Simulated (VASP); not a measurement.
# PbO (P6_3/mmc) in VASP: further runs

Aim: see how the results for PbO move with the level of theory and the settings. Levels: PBE, LDA, r2SCAN. Tasks: single point, relaxation of cell and atoms.

All numbers are computed with VASP 6.6.1; they aren't measurements. Logs are shortened: lines on timing, memory, paths and dates and some standing lists are left out, and cuts for length are marked.

**1. The cell of the first run**

The structure is hexagonal, space group P6_3/mmc (No. 194). The conventional cell has a = 3.611 Å, b = 3.611 Å, c = 6.508 Å, α = 90.00°, β = 90.00°, γ = 120.00°. Pb (site symmetry -3m) has 6 O at 2.64 Å and 2 Pb at 3.25 Å within 3.5 Å. Within 3.5 Å of O (site symmetry -6m2) lie 6 Pb at 2.64 Å.

**2. Single point, PBE**

The input, INCAR:

```
PREC = Accurate
ENCUT = 520
EDIFF = 1E-7
ISMEAR = -1
SIGMA = 0.02
LREAL = F
LASPH = T
NELM = 100
ALGO = Normal
ISIF = 2
LWAVE = F
LCHARG = F
GGA = PE
NBANDS = 28
```

The input, KPOINTS:

```
regular mesh
0
Gamma
  12 12 6
```

The input, POSCAR:

```
PbO
1.0
    3.6114630035      0.0000000000      0.0000000000
   -1.8057315017      3.1276187059      0.0000000000
    0.0000000000      0.0000000000      6.5078756503
Pb O
2 2
Direct
    0.0000000000      0.0000000000      0.0000000000
    0.0000000000      0.0000000000      0.5000000000
    0.3333333333      0.6666666667      0.2500000000
    0.6666666667      0.3333333333      0.7500000000
```

Potentials or basis: VASP PAW PBE potentials, release 64 (Pb_d, O).

Started as:

```
cat potpaw_PBE.64/Pb_d/POTCAR potpaw_PBE.64/O/POTCAR > POTCAR
mpirun -np 1 vasp_std > vasp.out
```

OUTCAR:

```text
PREC = Accurate
   ENCUT = 520
   EDIFF = 1E-7
   ISMEAR = -1
   LREAL = F
   LASPH = T
   NELM = 100
   ISIF = 2
   GGA = PE

 ion  position               nearest neighbor table
   1  0.000  0.000  0.000-   3 2.64   4 2.64   4 2.64   3 2.64   4 2.64   3 2.64   2 3.25   2 3.25

   2  0.000  0.000  0.500-   3 2.64   4 2.64   4 2.64   3 2.64   4 2.64   3 2.64   1 3.25   1 3.25

   3  0.333  0.667  0.250-   1 2.64   2 2.64   1 2.64   2 2.64   1 2.64   2 2.64
   4  0.667  0.333  0.750-   1 2.64   2 2.64   1 2.64   2 2.64   1 2.64   2 2.64

  LATTYP: Found a hexagonal cell.
 ALAT       =     3.6114630035
 C/A-ratio  =     1.8020053491

  Lattice vectors:

 A1 = (   3.6114630035,   0.0000000000,   0.0000000000)
 A2 = (  -1.8057315017,   3.1276187059,   0.0000000000)
 A3 = (   0.0000000000,   0.0000000000,   6.5078756503)

Analysis of symmetry for initial positions (statically):
=====================================================================
 Subroutine PRICEL returns:
 Original cell was already a primitive cell.

 Routine SETGRP: Setting up the symmetry group for a
 hexagonal supercell.

 Subroutine GETGRP returns: Found 24 space group operations
 (whereof 12 operations were pure point group operations)
 out of a pool of 24 trial point group operations.

The static configuration has the point symmetry D_3d.
 The point group associated with its full space group is D_6h.

Analysis of symmetry for dynamics (positions and initial velocities):
=====================================================================
 Subroutine PRICEL returns:
 Original cell was already a primitive cell.

 Routine SETGRP: Setting up the symmetry group for a
 hexagonal supercell.

 Subroutine GETGRP returns: Found 24 space group operations
 (whereof 12 operations were pure point group operations)
 out of a pool of 24 trial point group operations.

The dynamic configuration has the point symmetry D_3d.
 The point group associated with its full space group is D_6h.

 Subroutine INISYM returns: Found 24 space group operations
 (whereof 12 operations are pure point group operations),
 and found     1 'primitive' translations

----------------------------------------------------------------------------------------

                                     Primitive cell

  volume of cell :      73.5083

  direct lattice vectors                    reciprocal lattice vectors
     3.611463003  0.000000000  0.000000000     0.276896094  0.159866035  0.000000000
    -1.805731502  3.127618706  0.000000000     0.000000000  0.319732069  0.000000000
     0.000000000  0.000000000  6.507875650     0.000000000  0.000000000  0.153659974

  length of vectors
     3.611463003  3.611463004  6.507875650     0.319732069  0.319732069  0.153659974

  position of ions in fractional coordinates (direct lattice)
     0.000000000  0.000000000  0.000000000
     0.000000000  0.000000000  0.500000000
     0.333333333  0.666666667  0.250000000
     0.666666667  0.333333333  0.750000000

  ion indices of the primitive-cell ions
   primitive index   ion index
                 1           1
                 2           2
                 3           3
                 4           4

----------------------------------------------------------------------------------------

 KPOINTS: regular mesh

Automatic generation of k-mesh.
 Grid dimensions read from file:
 generate k-points for:   12   12    6

 Generating k-lattice:

  Cartesian coordinates                     Fractional coordinates (reciprocal lattice)
     0.023074675  0.013322170  0.000000000     0.083333333 -0.000000000  0.000000000
     0.000000000  0.026644339  0.000000000     0.000000000  0.083333333  0.000000000
     0.000000000  0.000000000  0.025609996     0.000000000  0.000000000  0.166666667

  Length of vectors
     0.026644339  0.026644339  0.025609996

  Shift w.r.t. Gamma in fractional coordinates (k-lattice)
     0.000000000  0.000000000  0.000000000

 Subroutine IBZKPT returns following result:
 ===========================================

 Found     76 irreducible k-points:

 Following reciprocal coordinates:
            Coordinates               Weight
  0.000000  0.000000  0.000000      1.000000
  0.083333  0.000000  0.000000      6.000000
  0.166667  0.000000  0.000000      6.000000
  0.250000  0.000000  0.000000      6.000000
  0.333333  0.000000  0.000000      6.000000
  0.416667  0.000000  0.000000      6.000000
[... 16 lines left out ...]
  0.250000  0.000000  0.166667     12.000000
  0.333333  0.000000  0.166667     12.000000
 [... further k-points ...]
   k-points           NKPTS =     76   k-points in BZ     NKDIM =     76   number of bands    NBANDS=     28
   number of dos      NEDOS =    301   number of ions     NIONS =      4
   total plane-waves  NPLWV =  37632
   dimension x,y,z NGX =    28 NGY =   28 NGZ =   48
   dimension x,y,z NGXF=    56 NGYF=   56 NGZF=   96
   ions per type =               2   2
[... 27 lines left out ...]
   ISMEAR =    -1;   SIGMA  =   0.02  broadening in eV -4-tet -1-fermi 0-gaus
   EFERMI_NEDOS =   21; number of points for ismear=-14 and -15
   IALGO  =     38    algorithm
   IMIX   =      4    mixing-type and parameters
     AMIX     =   0.40;   BMIX     =  1.00
     AMIX_MAG =   1.60;   BMIX_MAG =  1.00
  volume/ion in A,a.u.               =      18.38       124.01
  Fermi-wavevector in a.u.,A,eV,Ry     =   1.336542  2.525699 24.304709  1.786346
  Thomas-Fermi vector in A             =   2.465161
   LORBIT       =      0    0 simple, 1 ext, 2 COOP (PROOUT), +10 PAW based schemes
   GGA     = PE    functional components
   LHFCALC =     F    Hartree Fock is set to
   AEXX    =    0.0000 exact exchange contribution
   IVDW    =     0    specifies the selected vdW correction
   LEPSILON=     F    determine dielectric tensor
   LRPA    =     F    only Hartree local field effects (RPA)
 non-spin polarized calculation
  energy-cutoff  :      520.00
  volume of cell :       73.51
 maximum number of plane-waves:      2005
 NGX is ok and might be reduce to    28
   NGX = 13   NGY = 13   NGZ = 25

 number of electron      39.9999990 magnetization

 Free energy of the ion-electron system (eV)
  ---------------------------------------------------
  ext. energy  EPLUGINS =         0.00000000
  ---------------------------------------------------
  free energy    TOTEN  =       -20.41951469 eV

  energy without entropy =      -20.41920114  energy(sigma->0) =      -20.41935791

 E-fermi :   6.4709     XC(G=0): -10.4536

 val. band max:        6.2972924973   @ k =   0.3333   0.3333   0.0000
 cond. band min:       6.4913701008   @ k =   0.0833   0.0000   0.0000
 fundamental gap:      0.1940776035
 Fermi energy:         6.4709392323

 k-point     1 :       0.0000    0.0000    0.0000
  band No.  band energies     occupation
      1     -11.3177      2.00000
      2     -10.7578      2.00000
      3     -10.6247      2.00000
      4     -10.4055      2.00000
      5     -10.4055      2.00000
      6     -10.3722      2.00000
[... 20 lines left out ...]
     27      15.6998      0.00000
     28      16.7611      0.00000

 k-point     2 :       0.0833    0.0000    0.0000
  band No.  band energies     occupation
      1     -11.2845      2.00000
      2     -10.8920      2.00000
      3     -10.6179      2.00000
      4     -10.3926      2.00000
      5     -10.3923      2.00000
      6     -10.3751      2.00000
[... 20 lines left out ...]
     27      15.9437      0.00000
     28      16.1369      0.00000

 k-point     3 :       0.1667    0.0000    0.0000
  band No.  band energies     occupation
      1     -11.2146      2.00000
      2     -11.0733      2.00000
      3     -10.6008      2.00000
      4     -10.3976      2.00000
      5     -10.3854      2.00000
      6     -10.3570      2.00000
[... 20 lines left out ...]
     27      14.8957      0.00000
     28      16.6073      0.00000

 k-point     4 :       0.2500    0.0000    0.0000
  band No.  band energies     occupation
      1     -11.3174      2.00000
      2     -11.0123      2.00000
      3     -10.5827      2.00000
      4     -10.4062      2.00000
      5     -10.4025      2.00000
      6     -10.3473      2.00000
[... 578 lines left out ...]
     27      15.1574      0.00000
     28      17.5287      0.00000

 k-point    23 :       0.2500    0.0000    0.1667
  band No.  band energies     occupation
      1     -11.2995      2.00000
      2     -11.0353      2.00000
      3     -10.5647      2.00000
      4     -10.4059      2.00000
      5     -10.3881      2.00000
      6     -10.3361      2.00000
[... 20 lines left out ...]
     27      14.3630      0.00000
     28      17.6013      0.00000

 k-point    24 :       0.3333    0.0000    0.1667
  band No.  band energies     occupation
      1     -11.4244      2.00000
      2     -10.9316      2.00000
      3     -10.5597      2.00000
      4     -10.4169      2.00000
      5     -10.3937      2.00000
      6     -10.3453      2.00000
[... 20 lines left out ...]
     27      14.0834      0.00000
     28      16.8404      0.00000

 [... further k-points ...]
[... 5 lines left out ...]
  --------------------------------------------------------------------------------------
  -------------------------------------------------------------------------------------
  Total       -0.0183790     -0.0183790     -0.0065844     -0.0000000      0.0000000      0.0000000
  in kB       -0.4005870     -0.4005870     -0.1435128     -0.0000000      0.0000000      0.0000000
  external PRESSURE =      -0.3148956 kB  Pullay stress =       0.0000000 kB

 VOLUME and BASIS-vectors are now :
 -----------------------------------------------------------------------------
  energy-cutoff  :      520.00
  volume of cell :       73.51
      direct lattice vectors                 reciprocal lattice vectors
     3.611463003  0.000000000  0.000000000     0.276896094  0.159866035  0.000000000
    -1.805731502  3.127618706  0.000000000     0.000000000  0.319732069  0.000000000
     0.000000000  0.000000000  6.507875650     0.000000000  0.000000000  0.153659974

 POSITION                                       TOTAL-FORCE (eV/Angst)
 -----------------------------------------------------------------------------------
      0.00000      0.00000      0.00000         0.000000      0.000000      0.000000
      0.00000      0.00000      3.25394         0.000000      0.000000      0.000000
     -0.00000      2.08508      1.62697         0.000000      0.000000     -0.000000
      1.80573      1.04254      4.88091        -0.000000     -0.000000      0.000000
 -----------------------------------------------------------------------------------
    total drift:                                0.000000     -0.000000      0.000000

  FREE ENERGIE OF THE ION-ELECTRON SYSTEM (eV)
  ---------------------------------------------------
  free  energy   TOTEN  =       -20.4195146861 eV

  energy  without entropy=      -20.4192011402  energy(sigma->0) =      -20.41935791
```

Wall time 82 s (1 thread of Intel Xeon Platinum 8488C (Sapphire Rapids), shared host); peak memory 0.27 GiB.

What came out:

```
Free energy            : -20.4195 eV
Pressure               : 0.0 GPa
Band gap on the k mesh : zero (band 20 reaches 6.49 eV, above the bottom of band 21 at 6.21 eV)
```

Caveat: spin-orbit coupling is left out, which moves the levels of the heavy elements.

[end of part 1 of 2]
